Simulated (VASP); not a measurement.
# CoPdO2 (R-3m) in VASP: further runs

Aim: see how the results for CoPdO2 move with the level of theory and the settings. Levels: revPBE, PBE. Tasks: single point.

Program: VASP 6.6.1. These are calculated values, not measurements. Logs are shortened: lines on timing, memory, paths and dates and some standing lists are left out, and cuts for length are marked.

## 1. The cell of the first run

Symmetry: R-3m, No. 166, trigonal system. Conventional cell: a = 2.863 Å, b = 2.863 Å, c = 17.873 Å, α = 90.00°, β = 90.00°, γ = 120.00°. Within 2.7 Å of Pd (site symmetry -3m) lie 2 O at 2.01 Å. Within 2.5 Å of Co (site symmetry -3m) lie 6 O at 1.92 Å. O (site symmetry 3m) has 3 Co at 1.92 Å and 1 Pd at 2.01 Å and 3 O at 2.55 Å within 2.6 Å.

## 2. Single point, revPBE, collinear spin, ferromagnetic start

File INCAR:

```
PREC = Accurate
ENCUT = 520
EDIFF = 1E-6
ISMEAR = -1
SIGMA = 0.05
LREAL = F
LASPH = T
NELM = 150
ALGO = Normal
ISIF = 2
LWAVE = F
LCHARG = T
ISPIN = 2
MAGMOM = 0 2 0 0
LORBIT = 11
LMAXMIX = 4
GGA = RE
LELF = T
LVHAR = T
NBANDS = 28
```

File KPOINTS:

```
Automatic mesh
0
Gamma
  11 11 11
```

File POSCAR:

```
CoPdO2
1.0
    1.4316899074      0.8265865534      5.9577715763
   -1.4316899074      0.8265865534      5.9577715763
    0.0000000000     -1.6531731068      5.9577715763
Pd Co O
1 1 2
Direct
    0.0000000000      0.0000000000      0.0000000000
    0.5000000000      0.5000000000      0.5000000000
    0.1124760000      0.1124760000      0.1124760000
    0.8875240000      0.8875240000      0.8875240000
```

Potentials or basis: VASP PAW PBE potentials, release 64 (Pd, Co, O).

Command:

```bash
$ cat potpaw_PBE.64/Pd/POTCAR potpaw_PBE.64/Co/POTCAR potpaw_PBE.64/O/POTCAR > POTCAR
$ mpirun -np 1 vasp_std > vasp.out
```

OUTCAR:

```text
PREC = Accurate
   ENCUT = 520
   EDIFF = 1E-6
   ISMEAR = -1
   LREAL = F
   LASPH = T
   NELM = 150
   ISIF = 2
   ISPIN = 2
   LORBIT = 11
   GGA = RE

 ion  position               nearest neighbor table
   1  0.000  0.000  0.000-   3 2.01   4 2.01
   2  0.500  0.500  0.500-   3 1.92   4 1.92   3 1.92   3 1.92   4 1.92   4 1.92
   3  0.112  0.112  0.112-   2 1.92   2 1.92   2 1.92   1 2.01
   4  0.888  0.888  0.888-   2 1.92   2 1.92   2 1.92   1 2.01

  LATTYP: Found a trigonal (rhomboedric) cell.
 ALAT       =     6.1828814865
 COS(alpha) =     0.8927626487

  Lattice vectors:

 A1 = (   1.4316899074,   0.8265865534,   5.9577715763)
 A2 = (  -1.4316899074,   0.8265865534,   5.9577715763)
 A3 = (   0.0000000000,  -1.6531731068,   5.9577715763)

Analysis of symmetry for initial positions (statically):
=====================================================================
 Subroutine PRICEL returns:
 Original cell was already a primitive cell.

 Routine SETGRP: Setting up the symmetry group for a
 trigonal (rhombohedral) supercell.

 Subroutine GETGRP returns: Found 12 space group operations
 (whereof 12 operations were pure point group operations)
 out of a pool of 12 trial point group operations.

The static configuration has the point symmetry D_3d.

Analysis of symmetry for dynamics (positions and initial velocities):
=====================================================================
 Subroutine PRICEL returns:
 Original cell was already a primitive cell.

 Routine SETGRP: Setting up the symmetry group for a
 trigonal (rhombohedral) supercell.

 Subroutine GETGRP returns: Found 12 space group operations
 (whereof 12 operations were pure point group operations)
 out of a pool of 12 trial point group operations.

The dynamic configuration has the point symmetry D_3d.

Analysis of structural, dynamic, and magnetic symmetry:
=====================================================================
 Subroutine PRICEL returns:
 Original cell was already a primitive cell.

 Routine SETGRP: Setting up the symmetry group for a
 trigonal (rhombohedral) supercell.

 Subroutine GETGRP returns: Found 12 space group operations
 (whereof 12 operations were pure point group operations)
 out of a pool of 12 trial point group operations.

The overall configuration has the point symmetry D_3d.

 Subroutine INISYM returns: Found 12 space group operations
 (whereof 12 operations are pure point group operations),
 and found     1 'primitive' translations

----------------------------------------------------------------------------------------

                                     Primitive cell

  volume of cell :      42.3031

  direct lattice vectors                    reciprocal lattice vectors
     1.431689907  0.826586553  5.957771576     0.349237637  0.201632444  0.055949331
    -1.431689907  0.826586553  5.957771576    -0.349237637  0.201632444  0.055949331
     0.000000000 -1.653173107  5.957771576     0.000000000 -0.403264887  0.055949331

  length of vectors
     6.182881487  6.182881487  6.182881487     0.407127618  0.407127618  0.407127618

  position of ions in fractional coordinates (direct lattice)
     0.000000000  0.000000000  0.000000000
     0.500000000  0.500000000  0.500000000
     0.112476000  0.112476000  0.112476000
     0.887524000  0.887524000  0.887524000

  ion indices of the primitive-cell ions
   primitive index   ion index
                 1           1
                 2           2
                 3           3
                 4           4

----------------------------------------------------------------------------------------

 KPOINTS: Automatic mesh

Automatic generation of k-mesh.
 Grid dimensions read from file:
 generate k-points for:   11   11   11

 Generating k-lattice:

  Cartesian coordinates                     Fractional coordinates (reciprocal lattice)
     0.031748876  0.018330222  0.005086303     0.090909091  0.000000000  0.000000000
    -0.031748876  0.018330222  0.005086303     0.000000000  0.090909091  0.000000000
     0.000000000 -0.036660444  0.005086303     0.000000000  0.000000000  0.090909091

  Length of vectors
     0.037011602  0.037011602  0.037011602

  Shift w.r.t. Gamma in fractional coordinates (k-lattice)
     0.000000000  0.000000000  0.000000000

 Subroutine IBZKPT returns following result:
 ===========================================

 Found    146 irreducible k-points:

 Following reciprocal coordinates:
            Coordinates               Weight
  0.000000  0.000000  0.000000      1.000000
  0.090909  0.000000 -0.000000      6.000000
  0.181818  0.000000 -0.000000      6.000000
  0.272727 -0.000000  0.000000      6.000000
  0.363636 -0.000000 -0.000000      6.000000
  0.454545 -0.000000 -0.000000      6.000000
[... 16 lines left out ...]
 -0.272727  0.181818  0.000000     12.000000
 -0.181818  0.181818  0.000000      6.000000
 [... further k-points ...]
   k-points           NKPTS =    146   k-points in BZ     NKDIM =    146   number of bands    NBANDS=     28
   number of dos      NEDOS =    301   number of ions     NIONS =      4
   total plane-waves  NPLWV = 110592
   dimension x,y,z NGX =    48 NGY =   48 NGZ =   48
   dimension x,y,z NGXF=    96 NGYF=   96 NGZF=   96
   ions per type =               1   1   2
   NGX,Y,Z   is equivalent  to a cutoff of  12.91, 12.91, 12.91 a.u.
   NGXF,Y,Z  is equivalent  to a cutoff of  25.81, 25.81, 25.81 a.u.
 SYSTEM =  unknown system
   PREC   = accura    normal or accurate (medium, high low for compatibility)
   ISTART =      0    job   : 0-new  1-cont  2-samecut
   ICHARG =      2    charge: 1-file 2-atom 10-const
   ISPIN  =      2    spin polarized calculation?
   LNONCOLLINEAR =      F non collinear calculations
   LSORBIT =      F    spin-orbit coupling
   LASPH  =      T    aspherical Exc in radial PAW
   ENCUT  =  520.0 eV  38.22 Ry    6.18 a.u.  11.50 11.50 11.50*2*pi/ulx,y,z
   NELM   =    150;   NELMIN=  2; NELMDL= -5     # of ELM steps
   EDIFF  = 0.1E-05   stopping-criterion for ELM
   LREAL  =      F    real-space projection
   EDIFFG = 0.1E-04   stopping-criterion for IOM
   NSW    =      0    number of steps for IOM
   IBRION =     -1    ionic relax: 0-MD 1-quasi-New 2-CG
   NFREE  =      0    steps in history (QN), initial steepest desc. (CG)
   ISIF   =      2    stress and relaxation
   ISYM   =      2    0-nonsym 1-usesym 2-fastsym
   POTIM  = 0.5000    time-step for ionic-motion
   TEBEG  =    0.0;   TEEND  =   0.0 temperature during run
   PSTRESS=    0.0 pullay stress
   NELECT =      31.0000    total number of electrons
   NUPDOWN=      -1.0000    fix difference up-down
   EMIN   =  10.00;   EMAX   =-10.00  energy-range for DOS
   EFERMI =   0.00;   METHOD = LEGACY
   ISMEAR =    -1;   SIGMA  =   0.05  broadening in eV -4-tet -1-fermi 0-gaus
   EFERMI_NEDOS =   21; number of points for ismear=-14 and -15
   IALGO  =     38    algorithm
   IMIX   =      4    mixing-type and parameters
     AMIX     =   0.40;   BMIX     =  1.00
     AMIX_MAG =   1.60;   BMIX_MAG =  1.00
  volume/ion in A,a.u.               =      10.58        71.37
  Fermi-wavevector in a.u.,A,eV,Ry     =   1.475949  2.789139 29.639266  2.178425
  Thomas-Fermi vector in A             =   2.590535
   LORBIT       =     11    0 simple, 1 ext, 2 COOP (PROOUT), +10 PAW based schemes
   GGA     = RE    functional components
   LHFCALC =     F    Hartree Fock is set to
   AEXX    =    0.0000 exact exchange contribution
   IVDW    =     0    specifies the selected vdW correction
   LEPSILON=     F    determine dielectric tensor
   LRPA    =     F    only Hartree local field effects (RPA)
 spin polarized calculation
  energy-cutoff  :      520.00
  volume of cell :       42.30
 maximum number of plane-waves:      1168
 NGX is ok and might be reduce to    48
   NGX = 23   NGY = 23   NGZ = 23

 number of electron      30.9999999 magnetization       0.0000544

 number of electron      30.9999999 magnetization      -0.0001755

 Free energy of the ion-electron system (eV)
  ---------------------------------------------------
  ext. energy  EPLUGINS =         0.00000000
  ---------------------------------------------------
  free energy    TOTEN  =       -23.94242577 eV

  energy without entropy =      -23.93995110  energy(sigma->0) =      -23.94118844

 E-fermi :   7.4336     XC(G=0): -12.1731

 val. band max:        7.2898627236   @ k =  -0.1818   0.1818   0.0000
 cond. band min:       7.6508636546   @ k =   0.4545   0.4545  -0.0000
 fundamental gap:      0.3610009310
 Fermi energy:         7.4336256192

 spin component 1

 k-point     1 :       0.0000    0.0000    0.0000
  band No.  band energies     occupation
      1     -13.2634      1.00000
      2     -11.4654      1.00000
      3      -0.7657      1.00000
      4       1.6389      1.00000
      5       1.6389      1.00000
      6       2.6889      1.00000
[... 19 lines left out ...]
     26      26.7336      0.00000
     27      29.0668      0.00000
[... 667 lines left out ...]
      5       1.6611      1.00000
      6       2.1121      1.00000
[... 19 lines left out ...]
     26      25.4411      0.00000
     27      26.0539      0.00000

 [... further k-points ...]

 spin component 2

 k-point     1 :       0.0000    0.0000    0.0000
  band No.  band energies     occupation
      1     -13.2635      1.00000
      2     -11.4654      1.00000
      3      -0.7657      1.00000
      4       1.6389      1.00000
      5       1.6389      1.00000
      6       2.6888      1.00000
[... 19 lines left out ...]
     26      26.7335      0.00000
     27      29.0668      0.00000
[... 667 lines left out ...]
      5       1.6610      1.00000
      6       2.1121      1.00000
[... 19 lines left out ...]
     26      25.4411      0.00000
     27      26.0538      0.00000

 [... further k-points ...]

 [bands above 27 left out]

------------------------ aborting loop because EDIFF is reached ----------------------------------------

  FORCE on cell =-STRESS in cart. coord.  units (eV):
  Direction    XX          YY          ZZ          XY          YZ          ZX
  --------------------------------------------------------------------------------------
  -------------------------------------------------------------------------------------
  Total        0.7734360      0.7734360      0.8694226      0.0000000      0.0000000     -0.0000000
  in kB       29.2929142     29.2929142     32.9282842      0.0000000      0.0000000     -0.0000000
  external PRESSURE =      30.5047042 kB  Pullay stress =       0.0000000 kB

 VOLUME and BASIS-vectors are now :
 -----------------------------------------------------------------------------
  energy-cutoff  :      520.00
  volume of cell :       42.30
      direct lattice vectors                 reciprocal lattice vectors
     1.431689907  0.826586553  5.957771576     0.349237637  0.201632444  0.055949331
    -1.431689907  0.826586553  5.957771576    -0.349237637  0.201632444  0.055949331
     0.000000000 -1.653173107  5.957771576     0.000000000 -0.403264887  0.055949331

 POSITION                                       TOTAL-FORCE (eV/Angst)
 -----------------------------------------------------------------------------------
      0.00000      0.00000      0.00000        -0.000000      0.000000     -0.000000
      0.00000      0.00000      8.93666         0.000000      0.000000     -0.000000
      0.00000      0.00000      2.01032        -0.000000      0.000000      0.049078
      0.00000      0.00000     15.86300        -0.000000     -0.000000     -0.049078
 -----------------------------------------------------------------------------------
    total drift:                                0.000000      0.000000     -0.000000

  FREE ENERGIE OF THE ION-ELECTRON SYSTEM (eV)
  ---------------------------------------------------
  free  energy   TOTEN  =       -23.9424257738 eV

  energy  without entropy=      -23.9399510980  energy(sigma->0) =      -23.94118844

 total charge

# of ion       s       p       d       tot
------------------------------------------
    1        0.470   0.445   8.448   9.363
    2        0.420   0.634   7.302   8.356
    3        1.563   3.435   0.000   4.998
    4        1.563   3.435   0.000   4.998
--------------------------------------------------
tot          4.016   7.949  15.750  27.715

 magnetization (x)

# of ion       s       p       d       tot
------------------------------------------
    1       -0.000  -0.000   0.000   0.000
    2       -0.000   0.000  -0.000  -0.000
    3       -0.000   0.000   0.000   0.000
    4       -0.000   0.000   0.000   0.000
--------------------------------------------------
tot         -0.000   0.000   0.000  -0.000
```

Wall time 36 min (1 thread of Intel Xeon 8259CL, shared host); peak memory 0.61 GiB.

Results:

```
Free energy                                           : -23.9424 eV
Pressure                                              : 3.1 GPa
Largest force                                         : 0.049 eV/Å
Net moment                                            : 0.00 μB per cell
Valence electrons inside the program's atomic spheres : Pd 9.36; Co 8.36; O 5.00
```

Forces on the atoms (eV/Å):
```
Pd   0.000  0.000  0.000
Co   0.000  0.000  0.000
O    0.000  0.000  0.049
O    0.000  0.000 -0.049
```

Caveat: the cell stands under pressure; the PAW data sets were made with another functional, which shifts forces and pressure a little; semilocal functionals often make such compounds metallic where correlation or magnetic order opens a gap, which also shifts bond lengths. With open d or f shells a metallic result of revPBE can be an artefact of self-interaction; +U or a hybrid may open a gap.

(Continued in part 2 of 2.)
